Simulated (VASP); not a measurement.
The system is Pt.

```xyz
1
Lattice="-1.5842 1.5842 1.5842 1.5842 -1.5842 1.5842 1.5842 1.5842 -1.5842" Properties=species:S:1:pos:R:3 pbc="T T T"
Pt    0.0000    0.0000    0.0000
```

This isn't the form of Pt at room conditions, which is fcc.

* Program: VASP 6.6.1
* Task: relaxation of cell and atoms
* Functional: PBEsol
* Dispersion: D4
* Potentials or basis: VASP PAW PBE potentials, release 64 (Pt)
* Cutoff: 600 eV
* k mesh: 12 × 12 × 12
* Occupations: fermi-dirac, width 0.05 eV
* Spin: no spin polarisation

At the start: pressure -15.4 GPa; volume 15.90 Å³/atom.

How do energy, volume and symmetry change on relaxing?

Over 5 steps the energy falls by 48.7 meV/atom and the volume is 14.95 Å³/atom (-6.0 %); space group Im-3m (No. 229, to 0.1 Å) before and after.

Step by step:
| step | energy change (eV) | largest force (eV/Å) | pressure (GPa) | volume (Å³) |
| --- | --- | --- | --- | --- |
| 1 | 0.0000 | 0.0000 | -15.39 | 15.90 |
| 2 | 0.4177 | 0.0000 | 76.87 | 12.64 |
| 3 | -0.0485 | 0.0000 | -1.10 | 15.01 |
| 4 | -0.0487 | 0.0000 | -0.30 | 14.97 |
| 5 | -0.0487 | 0.0000 | 0.06 | 14.95 |

Final structure:
```yaml
crystal:
  lattice:
    - [-1.55193, 1.55193, 1.55193]
    - [1.55193, -1.55193, 1.55193]
    - [1.55193, 1.55193, -1.55193]
  atoms:
    - { symbol: Pt, position: [0.00000, 0.00000, 0.00000] }
```

Caveat: the PAW data sets were made with another functional, which shifts forces and pressure a little.
